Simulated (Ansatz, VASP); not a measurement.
MgO: VASP beside Ansatz

```
Mg O
1.0
     0.00000    2.08165    2.08165
     2.08165    0.00000    2.08165
     2.08165    2.08165    0.00000
Mg O
1 1
Direct
  0.00000 0.00000 0.00000
  0.50000 0.50000 0.50000
```

Alike in both runs: task relaxation of cell and atoms; functional LDA; k mesh 8 × 8 × 8; occupations gaussian, width 0.02 eV; no spin polarisation.

|  | VASP | Ansatz |
| --- | --- | --- |
| version | VASP 6.6.1 | Ansatz 0.2.0 |
| potentials or method | VASP PAW LDA potentials, release 64 (Mg_sv, O), cutoff 750 eV | scalar-relativistic, plane waves, PAW |
| valence electrons in the cell | 16 | 16 |

Ansatz gave:

- gap on the k mesh at the Fermi level, each at its own relaxed structure (eV): 5.03
- relaxed volume (Å³/atom): 9.00
- relaxed cell length with the largest relative difference (Å): 2.942

Question: Which values does VASP return?

Answer: gap on the k mesh at the Fermi level, each at its own relaxed structure (eV): 5.04; relaxed volume (Å³/atom): 9.00; relaxed cell length with the largest relative difference (Å): 2.942.

Ansatz warns that its potentials were made for another functional, while VASP's fit it. LDA's correlation is that of Perdew and Zunger in VASP and of Perdew and Wang (1992) in Ansatz.
